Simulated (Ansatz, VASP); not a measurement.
**One calculation of BeS, two programs**

```
Be S
1.0
     0.00000    2.40972    2.40972
     2.40972    0.00000    2.40972
     2.40972    2.40972    0.00000
Be S
1 1
Direct
  0.00000 0.00000 0.00000
  0.25000 0.25000 0.25000
```

Alike in both runs: task single point; functional r2SCAN; k mesh 8 × 8 × 8; no spin polarisation.

```csv
,VASP,Ansatz
version,VASP 6.6.1,Ansatz 0.2.0
potentials or method,"VASP PAW PBE potentials, release 64 (Be, S)","plane waves, PAW"
plane-wave cutoff (eV),520,500
occupations,"gaussian, width 0.01 eV",fixed
valence electrons in the cell,8,8
```

|  | VASP | Ansatz | Ansatz less VASP |
| --- | --- | --- | --- |
| gap on the k mesh at the Fermi level (eV) | 3.53 | 3.52 | -0.009 |
| pressure (GPa) | 3.4 | 3.1 | -0.29 |

VASP's potentials were made for PBE, not for r2SCAN.
